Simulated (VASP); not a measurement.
## ZnCo: single point with LDA

Crystal: ZnCo.

```
Zn Co
1.0
     2.60722    0.00000    0.00000
    -1.30361    2.25792    0.00000
     0.00000    0.00000    4.17168
Zn Co
1 1
Direct
  0.66667 0.33333 0.00000
  0.00000 0.00000 0.50000
```

| Property | Result |
| --- | --- |
| Program | VASP 6.6.1 |
| Task | single point |
| Functional | LDA |
| Potentials or basis | VASP PAW LDA potentials, release 64 (Zn, Co) |
| Cutoff | 520 eV |
| k mesh | 10 × 10 × 6 |
| Occupations | methfessel-paxton, width 0.05 eV |
| Spin | collinear spin, ferromagnetic start |
| Starting moments | [0.0, 3.2] μB |
| Dipole correction | no |
| Further INCAR settings | ALGO = Normal; EDIFF = 1e-06; NBANDS = 22 |

```
Pressure                                              : -13.6 GPa
Net moment                                            : 1.30 μB per cell
Site moments                                          : Zn -0.03; Co +1.36 μB
Valence electrons inside the program's atomic spheres : Zn 10.94; Co 8.14
```

Stress tensor (GPa, compression positive):
```
-13.42   0.00   0.00
  0.00 -13.42   0.00
  0.00   0.00 -13.90
```

Levels at points of the mesh, in eV from the Fermi level:
Spin up:
```tsv
k point	band 9	band 10	band 11	band 12	band 13	band 14
(0.00, 0.00, 0.00)	-1.91	-1.45	-1.05	-1.05	3.31	19.33
(0.50, 0.00, 0.00)	-1.48	-1.27	-0.37	1.27	6.84	7.27
(0.00, 0.00, 0.50)	-1.86	-1.86	-1.07	-1.07	11.57	12.43
(0.50, 0.00, 0.50)	-1.33	-1.19	-0.37	0.53	2.77	5.12
```
Spin down:
| k point | band 8 | band 9 | band 10 | band 11 | band 12 | band 13 |
| --- | --- | --- | --- | --- | --- | --- |
| (0.00, 0.00, 0.00) | -1.41 | -0.67 | -0.67 | 0.34 | 0.34 | 3.82 |
| (0.50, 0.00, 0.00) | -2.02 | -1.25 | 0.08 | 1.02 | 2.14 | 7.01 |
| (0.00, 0.00, 0.50) | -1.59 | -0.63 | -0.63 | 0.31 | 0.31 | 11.66 |
| (0.50, 0.00, 0.50) | -1.09 | -0.42 | -0.13 | 0.72 | 1.02 | 3.32 |

Wall time 68 s on 1 thread of Intel(R) Xeon(R) Platinum 8375C CPU @ 2.90GHz (Ice Lake) (shared host), peak memory 0.16 GiB.
